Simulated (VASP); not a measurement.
# KF (Carobbiite) (Fm-3m) in VASP: a series of runs

The runs below take KF (Carobbiite) through single point, relaxation of cell and atoms, with PBEsol.

All numbers are computed with VASP 6.6.1; they aren't measurements. Logs are shortened: lines on timing, memory, paths and dates and some standing lists are left out, and cuts for length are marked.

## Step 1: The cell of the first run

The structure is cubic, space group Fm-3m (No. 225). The conventional cell has a = 5.308 Å, b = 5.308 Å, c = 5.308 Å, α = 90.00°, β = 90.00°, γ = 90.00°. Within 3.5 Å of K (site symmetry m-3m) lie 6 F at 2.65 Å. Within 3.5 Å of F (site symmetry m-3m) lie 6 K at 2.65 Å.

## Step 2: Single point, PBEsol

File INCAR:

```
  ALGO = Normal
  EDIFF = 1E-7
  ENCUT = 520
  GGA = PS
  ISIF = 2
  ISMEAR = -1
  LASPH = T
  LCHARG = T
  LELF = T
  LREAL = F
  LVHAR = T
  LWAVE = F
  NBANDS = 15
  NELM = 80
  PREC = Accurate
  SIGMA = 0.05
```

File KPOINTS:

```
k-points
0
Gamma
  12 12 12
```

File POSCAR:

```
KF
1.0
    2.6541874404      2.6541874404      0.0000000000
   -2.6541874404      2.6541874404      0.0000000000
    0.0000000000      2.6541874404      2.6541874404
K F
1 1
Direct
    0.0000000000      0.0000000000      0.0000000000
    0.5000000000      0.5000000000      0.0000000000
```

Potentials or basis: VASP PAW PBE potentials, release 64 (K_sv, F).

The run is started by

```console
> cat potpaw_PBE.64/K_sv/POTCAR potpaw_PBE.64/F/POTCAR > POTCAR
> mpirun -np 1 vasp_std > vasp.out
```

OUTCAR:

```text
EDIFF = 1E-7
   ENCUT = 520
   GGA = PS
   ISIF = 2
   ISMEAR = -1
   LASPH = T
   LREAL = F
   NELM = 80
   PREC = Accurate

 ion  position               nearest neighbor table
   1  0.000  0.000  0.000-   2 2.65   2 2.65   2 2.65   2 2.65   2 2.65   2 2.65
   2  0.500  0.500  0.000-   1 2.65   1 2.65   1 2.65   1 2.65   1 2.65   1 2.65

  LATTYP: Found a face centered cubic cell.
 ALAT       =     5.3083748808

  Lattice vectors:

 A1 = (   0.0000000000,   2.6541874404,   2.6541874404)
 A2 = (   2.6541874404,   0.0000000000,   2.6541874404)
 A3 = (   2.6541874404,   2.6541874404,   0.0000000000)

Analysis of symmetry for initial positions (statically):
=====================================================================
 Subroutine PRICEL returns:
 Original cell was already a primitive cell.

 Routine SETGRP: Setting up the symmetry group for a
 face centered cubic supercell.

 Subroutine GETGRP returns: Found 48 space group operations
 (whereof 48 operations were pure point group operations)
 out of a pool of 48 trial point group operations.

The static configuration has the point symmetry O_h .

Analysis of symmetry for dynamics (positions and initial velocities):
=====================================================================
 Subroutine PRICEL returns:
 Original cell was already a primitive cell.

 Routine SETGRP: Setting up the symmetry group for a
 face centered cubic supercell.

 Subroutine GETGRP returns: Found 48 space group operations
 (whereof 48 operations were pure point group operations)
 out of a pool of 48 trial point group operations.

The dynamic configuration has the point symmetry O_h .

 Subroutine INISYM returns: Found 48 space group operations
 (whereof 48 operations are pure point group operations),
 and found     1 'primitive' translations

----------------------------------------------------------------------------------------

                                     Primitive cell

  volume of cell :      37.3960

  direct lattice vectors                    reciprocal lattice vectors
     2.654187440  2.654187440  0.000000000     0.188381571  0.188381571 -0.188381571
    -2.654187440  2.654187440  0.000000000    -0.188381571  0.188381571 -0.188381571
     0.000000000  2.654187440  2.654187440     0.000000000  0.000000000  0.376763142

  length of vectors
     3.753587875  3.753587875  3.753587875     0.326286452  0.326286452  0.376763142

  position of ions in fractional coordinates (direct lattice)
     0.000000000  0.000000000  0.000000000
     0.500000000  0.500000000  0.000000000

  ion indices of the primitive-cell ions
   primitive index   ion index
                 1           1
                 2           2

----------------------------------------------------------------------------------------

 KPOINTS: k-points

Automatic generation of k-mesh.
 Grid dimensions read from file:
 generate k-points for:   12   12   12

 Generating k-lattice:

  Cartesian coordinates                     Fractional coordinates (reciprocal lattice)
     0.015698464  0.015698464 -0.015698464     0.083333333  0.000000000  0.000000000
    -0.015698464  0.015698464 -0.015698464     0.000000000  0.083333333  0.000000000
     0.000000000  0.000000000  0.031396929     0.000000000  0.000000000  0.083333333

  Length of vectors
     0.027190538  0.027190538  0.031396929

  Shift w.r.t. Gamma in fractional coordinates (k-lattice)
     0.000000000  0.000000000  0.000000000

 Subroutine IBZKPT returns following result:
 ===========================================

 Found     72 irreducible k-points:

 Following reciprocal coordinates:
            Coordinates               Weight
  0.000000  0.000000  0.000000      1.000000
  0.083333  0.000000  0.000000      8.000000
  0.166667  0.000000  0.000000      8.000000
  0.250000  0.000000  0.000000      8.000000
  0.333333  0.000000  0.000000      8.000000
  0.416667  0.000000  0.000000      8.000000
[... 16 lines left out ...]
  0.500000  0.166667  0.000000     24.000000
 -0.416667  0.166667  0.000000     24.000000
 [... further k-points ...]
   k-points           NKPTS =     72   k-points in BZ     NKDIM =     72   number of bands    NBANDS=     15
   number of dos      NEDOS =    301   number of ions     NIONS =      2
   total plane-waves  NPLWV =  21952
   dimension x,y,z NGX =    28 NGY =   28 NGZ =   28
   dimension x,y,z NGXF=    56 NGYF=   56 NGZF=   56
   ions per type =               1   1
   NGX,Y,Z   is equivalent  to a cutoff of  12.40, 12.40, 12.40 a.u.
   NGXF,Y,Z  is equivalent  to a cutoff of  24.80, 24.80, 24.80 a.u.
 SYSTEM =  unknown system
   PREC   = accura    normal or accurate (medium, high low for compatibility)
   ISTART =      0    job   : 0-new  1-cont  2-samecut
   ICHARG =      2    charge: 1-file 2-atom 10-const
   ISPIN  =      1    spin polarized calculation?
   LNONCOLLINEAR =      F non collinear calculations
   LSORBIT =      F    spin-orbit coupling
   LASPH  =      T    aspherical Exc in radial PAW
   ENCUT  =  520.0 eV  38.22 Ry    6.18 a.u.   6.98  6.98  6.98*2*pi/ulx,y,z
   NELM   =     80;   NELMIN=  2; NELMDL= -5     # of ELM steps
   EDIFF  = 0.1E-06   stopping-criterion for ELM
   LREAL  =      F    real-space projection
   EDIFFG = 0.1E-05   stopping-criterion for IOM
   NSW    =      0    number of steps for IOM
   IBRION =     -1    ionic relax: 0-MD 1-quasi-New 2-CG
   NFREE  =      0    steps in history (QN), initial steepest desc. (CG)
   ISIF   =      2    stress and relaxation
   ISYM   =      2    0-nonsym 1-usesym 2-fastsym
   POTIM  = 0.5000    time-step for ionic-motion
   TEBEG  =    0.0;   TEEND  =   0.0 temperature during run
   PSTRESS=    0.0 pullay stress
   NELECT =      16.0000    total number of electrons
   NUPDOWN=      -1.0000    fix difference up-down
   EMIN   =  10.00;   EMAX   =-10.00  energy-range for DOS
   EFERMI =   0.00;   METHOD = LEGACY
   ISMEAR =    -1;   SIGMA  =   0.05  broadening in eV -4-tet -1-fermi 0-gaus
   EFERMI_NEDOS =   21; number of points for ismear=-14 and -15
   IALGO  =     38    algorithm
   IMIX   =      4    mixing-type and parameters
     AMIX     =   0.40;   BMIX     =  1.00
     AMIX_MAG =   1.60;   BMIX_MAG =  1.00
  volume/ion in A,a.u.               =      18.70       126.18
  Fermi-wavevector in a.u.,A,eV,Ry     =   1.233597  2.331160 20.704817  1.521761
  Thomas-Fermi vector in A             =   2.368321
   LORBIT       =      0    0 simple, 1 ext, 2 COOP (PROOUT), +10 PAW based schemes
   GGA     = PS    functional components
   LHFCALC =     F    Hartree Fock is set to
   AEXX    =    0.0000 exact exchange contribution
   IVDW    =     0    specifies the selected vdW correction
   LEPSILON=     F    determine dielectric tensor
   LRPA    =     F    only Hartree local field effects (RPA)
 non-spin polarized calculation
  energy-cutoff  :      520.00
  volume of cell :       37.40
 maximum number of plane-waves:      1036
   NGX = 13   NGY = 13   NGZ = 13

 number of electron      16.0000012 magnetization

 Free energy of the ion-electron system (eV)
  ---------------------------------------------------
  ext. energy  EPLUGINS =         0.00000000
  ---------------------------------------------------
  free energy    TOTEN  =        -8.52010287 eV

  energy without entropy =       -8.52010287  energy(sigma->0) =       -8.52010287

 E-fermi :  -1.7229     XC(G=0):  -8.7053

 val. band max:       -2.8557472600   @ k =   0.0000   0.0000   0.0000
 cond. band min:       3.2738430639   @ k =   0.0000   0.0000   0.0000
 fundamental gap:      6.1295903239
 Fermi energy:        -1.7229253322

 k-point     1 :       0.0000    0.0000    0.0000
  band No.  band energies     occupation
      1     -28.7654      2.00000
      2     -21.3945      2.00000
      3     -12.0615      2.00000
      4     -12.0615      2.00000
      5     -12.0615      2.00000
      6      -2.8558      2.00000
      7      -2.8558      2.00000
      8      -2.8557      2.00000
      9       3.2738      0.00000
     10       7.8315      0.00000
     11       7.8315      0.00000
     12       7.8315      0.00000
     13       9.5337      0.00000
     14       9.5337      0.00000
     15      13.9858      0.00000

 k-point     2 :       0.0833    0.0000    0.0000
  band No.  band energies     occupation
      1     -28.7583      2.00000
      2     -21.4014      2.00000
      3     -12.0815      2.00000
      4     -12.0642      2.00000
      5     -12.0642      2.00000
      6      -2.9255      2.00000
      7      -2.8818      2.00000
      8      -2.8818      2.00000
      9       3.4768      0.00000
     10       7.7003      0.00000
     11       7.9301      0.00000
     12       7.9301      0.00000
     13       9.6016      0.00000
     14       9.6016      0.00000
     15      14.3589      0.00000

 k-point     3 :       0.1667    0.0000    0.0000
  band No.  band energies     occupation
      1     -28.7387      2.00000
      2     -21.4202      2.00000
      3     -12.1359      2.00000
      4     -12.0713      2.00000
      5     -12.0713      2.00000
      6      -3.1023      2.00000
      7      -2.9520      2.00000
      8      -2.9520      2.00000
      9       4.0354      0.00000
     10       7.4270      0.00000
     11       8.2055      0.00000
     12       8.2055      0.00000
     13       9.8060      0.00000
     14       9.8060      0.00000
     15      15.2590      0.00000

 k-point     4 :       0.2500    0.0000    0.0000
  band No.  band energies     occupation
      1     -28.7118      2.00000
      2     -21.4456      2.00000
      3     -12.2095      2.00000
      4     -12.0810      2.00000
      5     -12.0810      2.00000
      6      -3.3184      2.00000
      7      -3.0461      2.00000
      8      -3.0461      2.00000
      9       4.8183      0.00000
     10       7.2117      0.00000
     11       8.5882      0.00000
     12       8.5882      0.00000
     13      10.1578      0.00000
     14      10.1578      0.00000
     15      15.8948      0.00000
[... 307 lines left out ...]
 k-point    22 :       0.4167    0.1667    0.0000
  band No.  band energies     occupation
      1     -28.6494      2.00000
      2     -21.4811      2.00000
      3     -12.3859      2.00000
      4     -12.2228      2.00000
      5     -12.1280      2.00000
      6      -3.5403      2.00000
      7      -3.1976      2.00000
      8      -3.1379      2.00000
      9       6.3913      0.00000
     10       7.4023      0.00000
     11       9.0489      0.00000
     12       9.6333      0.00000
     13      11.2791      0.00000
     14      12.0343      0.00000
     15      12.9053      0.00000

 k-point    23 :       0.5000    0.1667    0.0000
  band No.  band energies     occupation
      1     -28.6515      2.00000
      2     -21.4777      2.00000
      3     -12.3851      2.00000
      4     -12.2062      2.00000
      5     -12.1495      2.00000
      6      -3.5022      2.00000
      7      -3.1744      2.00000
      8      -3.1465      2.00000
      9       6.3371      0.00000
     10       7.2315      0.00000
     11       9.0815      0.00000
     12       9.6496      0.00000
     13      11.4622      0.00000
     14      11.6467      0.00000
     15      13.0871      0.00000

 k-point    24 :      -0.4167    0.1667    0.0000
  band No.  band energies     occupation
      1     -28.6653      2.00000
      2     -21.4664      2.00000
      3     -12.3431      2.00000
      4     -12.1797      2.00000
      5     -12.1605      2.00000
      6      -3.4583      2.00000
      7      -3.1347      2.00000
      8      -3.0692      2.00000
      9       6.0970      0.00000
     10       6.7356      0.00000
     11       9.1205      0.00000
     12       9.5305      0.00000
     13      10.9104      0.00000
     14      11.0831      0.00000
     15      14.1614      0.00000

 [... further k-points ...]
[... 5 lines left out ...]
  --------------------------------------------------------------------------------------
  -------------------------------------------------------------------------------------
  Total        0.0047452      0.0047452      0.0047452      0.0000000      0.0000000     -0.0000000
  in kB        0.2033032      0.2033032      0.2033032      0.0000000      0.0000000     -0.0000000
  external PRESSURE =       0.2033032 kB  Pullay stress =       0.0000000 kB

 VOLUME and BASIS-vectors are now :
 -----------------------------------------------------------------------------
  energy-cutoff  :      520.00
  volume of cell :       37.40
      direct lattice vectors                 reciprocal lattice vectors
     2.654187440  2.654187440  0.000000000     0.188381571  0.188381571 -0.188381571
    -2.654187440  2.654187440  0.000000000    -0.188381571  0.188381571 -0.188381571
     0.000000000  2.654187440  2.654187440     0.000000000  0.000000000  0.376763142

 POSITION                                       TOTAL-FORCE (eV/Angst)
 -----------------------------------------------------------------------------------
      0.00000      0.00000      0.00000         0.000000     -0.000000      0.000000
      0.00000      2.65419      0.00000        -0.000000      0.000000      0.000000
 -----------------------------------------------------------------------------------
    total drift:                               -0.000000      0.000000      0.000000

  FREE ENERGIE OF THE ION-ELECTRON SYSTEM (eV)
  ---------------------------------------------------
  free  energy   TOTEN  =        -8.5201028684 eV

  energy  without entropy=       -8.5201028683  energy(sigma->0) =       -8.52010287
```

Wall time 21 s (1 thread of Intel Xeon 6975P-C (Granite Rapids), shared host); peak memory 0.18 GiB.

Results:

- Free energy: -8.5201 eV
- Pressure: 0.0 GPa
- Band gap on the k mesh: 6.13 eV, direct

Caveat: the PAW data sets were made with another functional, which shifts forces and pressure a little. A k mesh can miss the band edges.

## Step 3: Relaxation of cell and atoms, PBEsol

This run uses another cell than the first one, of 19.07 Å³/atom, 1.020 times its volume.

File INCAR:

```
  PREC = Accurate
  ENCUT = 600
  EDIFF = 1E-6
  ISMEAR = -1
  SIGMA = 0.05
  LREAL = F
  LASPH = T
  NELM = 80
  ALGO = Normal
  ISIF = 3
  LWAVE = F
  LCHARG = F
  GGA = PS
  IBRION = 2
  NSW = 100
  EDIFFG = -0.002
```

File KPOINTS:

```
regular mesh
0
Gamma
  12 12 12
```

File POSCAR:

```
KF
1.0
    2.6718500000      2.6718500000      0.0000000000
   -2.6718500000      2.6718500000      0.0000000000
    0.0000000000      2.6718500000      2.6718500000
K F
1 1
Direct
    0.0000000000      0.0000000000      0.0000000000
    0.5000000000      0.5000000000      0.0000000000
```

Potentials or basis: VASP PAW PBE potentials, release 64 (K_sv, F).

The run is started by

```console
> cat potpaw_PBE.64/K_sv/POTCAR potpaw_PBE.64/F/POTCAR > POTCAR
> mpirun -np 1 vasp_std > vasp.out
```

OUTCAR:

```text
PREC = Accurate
   ENCUT = 600
   EDIFF = 1E-6
   ISMEAR = -1
   LREAL = F
   LASPH = T
   NELM = 80
   ISIF = 3
   GGA = PS
   IBRION = 2
   NSW = 100
   EDIFFG = -0.002

 ion  position               nearest neighbor table
   1  0.000  0.000  0.000-   2 2.67   2 2.67   2 2.67   2 2.67   2 2.67   2 2.67
   2  0.500  0.500  0.000-   1 2.67   1 2.67   1 2.67   1 2.67   1 2.67   1 2.67

  LATTYP: Found a face centered cubic cell.
 ALAT       =     5.3437000000

  Lattice vectors:

 A1 = (   0.0000000000,   2.6718500000,   2.6718500000)
 A2 = (   2.6718500000,   0.0000000000,   2.6718500000)
 A3 = (   2.6718500000,   2.6718500000,   0.0000000000)

Analysis of symmetry for initial positions (statically):
=====================================================================
 Subroutine PRICEL returns:
 Original cell was already a primitive cell.

 Routine SETGRP: Setting up the symmetry group for a
 face centered cubic supercell.

 Subroutine GETGRP returns: Found 48 space group operations
 (whereof 48 operations were pure point group operations)
 out of a pool of 48 trial point group operations.

The static configuration has the point symmetry O_h .

Analysis of symmetry for dynamics (positions and initial velocities):
=====================================================================
 Subroutine PRICEL returns:
[... 263 lines left out ...]
--------------------------------------- Ionic step        4  -------------------------------------------

 number of electron      16.0000003 magnetization

 Free energy of the ion-electron system (eV)
  ---------------------------------------------------
  ext. energy  EPLUGINS =         0.00000000
  ---------------------------------------------------
  free energy    TOTEN  =        -8.52272172 eV

  energy without entropy =       -8.52272172  energy(sigma->0) =       -8.52272172

 E-fermi :  -1.6855     XC(G=0):  -8.7056

 val. band max:       -2.8573714935   @ k =   0.0000   0.0000   0.0000
 cond. band min:       3.2746885337   @ k =   0.0000   0.0000   0.0000
 fundamental gap:      6.1320600272
 Fermi energy:        -1.6854782430

 k-point     1 :       0.0000    0.0000    0.0000
  band No.  band energies     occupation
      1     -28.7650      2.00000
      2     -21.3973      2.00000
      3     -12.0614      2.00000
      4     -12.0614      2.00000
      5     -12.0614      2.00000
      6      -2.8574      2.00000
      7      -2.8574      2.00000
      8      -2.8574      2.00000
      9       3.2747      0.00000
     10       7.8320      0.00000
     11       7.8320      0.00000
     12       7.8320      0.00000
[... 331 lines left out ...]
 k-point    24 :      -0.4167    0.1667    0.0000
  band No.  band energies     occupation
      1     -28.6649      2.00000
      2     -21.4685      2.00000
      3     -12.3430      2.00000
      4     -12.1796      2.00000
      5     -12.1604      2.00000
      6      -3.4600      2.00000
      7      -3.1365      2.00000
      8      -3.0711      2.00000
      9       6.0975      0.00000
     10       6.7362      0.00000
     11       9.1209      0.00000
     12       9.5308      0.00000

 [... further k-points ...]
[... 5 lines left out ...]
  --------------------------------------------------------------------------------------
  -------------------------------------------------------------------------------------
  Total       -0.0000893     -0.0000893     -0.0000893     -0.0000000      0.0000000     -0.0000000
  in kB       -0.0038275     -0.0038275     -0.0038275     -0.0000000      0.0000000     -0.0000000
  external PRESSURE =      -0.0038275 kB  Pullay stress =       0.0000000 kB
[... 17 lines left out ...]
  FREE ENERGIE OF THE ION-ELECTRON SYSTEM (eV)
  ---------------------------------------------------
  free  energy   TOTEN  =        -8.5227217205 eV

  energy  without entropy=       -8.5227217205  energy(sigma->0) =       -8.52272172

 reached required accuracy - stopping structural energy minimisation
```

CONTCAR:

```text
KF
   1.00000000000000
     2.6540844551149156    2.6540844551149156   -0.0000000000000000
    -2.6540844551149156    2.6540844551149156   -0.0000000000000000
     0.0000000000000000    2.6540844551149156    2.6540844551149156
  K               F
     1     1
Direct
     1.0000000000000000    0.0000000000000000    0.0000000000000000
     0.5000000000000000    0.5000000000000000    0.0000000000000000

  0.00000000E+00  0.00000000E+00  0.00000000E+00
  0.00000000E+00  0.00000000E+00  0.00000000E+00
```

Run time: 51 s. Hardware: 1 thread of Intel Xeon 6975P-C (Granite Rapids), shared host; peak memory 0.2 GiB.

What came out:

```yaml
Free_energy: -8.5227 eV
Relaxed_volume: 18.70 Å³/atom
Relaxed_cell: a = 3.753 Å, b = 3.753 Å, c = 3.753 Å, α = 60.00°, β = 60.00°, γ = 90.00°
Space_group_after_relaxing_to_0.05_Å: Fm-3m (No. 225)
Energy_gained_by_relaxing: 0.8 meV/atom
Ionic_steps: 4
Pressure_after_relaxing: 0.0 GPa
Band_gap_on_the_k_mesh: 6.13 eV, direct
```

The path:
| step | energy change (eV) | largest force (eV/Å) | pressure (GPa) | volume (Å³) |
| --- | --- | --- | --- | --- |
| 1 | 0.0000 | 0.0000 | -0.62 | 38.15 |
| 2 | -0.0012 | 0.0000 | -0.30 | 37.74 |
| 3 | -0.0015 | 0.0000 | -0.04 | 37.44 |
| 4 | -0.0015 | 0.0000 | 0.00 | 37.39 |

Final structure:
```xyz
2
Lattice="2.6541 2.6541 0.0000 -2.6541 2.6541 0.0000 0.0000 2.6541 2.6541" Properties=species:S:1:pos:R:3 pbc="T T T"
K     2.6541    2.6541    0.0000
F     0.0000    2.6541    0.0000
```

Levels at points of the mesh, in eV from the valence-band top:
```
           k point  band 6  band 7  band 8  band 9  band 10  band 11
(0.00, 0.00, 0.00)    0.00    0.00    0.00    6.13    10.69    10.69
(0.50, 0.00, 0.00)   -0.84   -0.37   -0.37    9.05    10.61    12.14
(0.50, 0.50, 0.00)   -0.20   -0.05   -0.05    8.11    10.35    11.82
```

Caveat: the PAW data sets were made with another functional, which shifts forces and pressure a little. A k mesh can miss the band edges.

(Continued in part 2 of 2.)
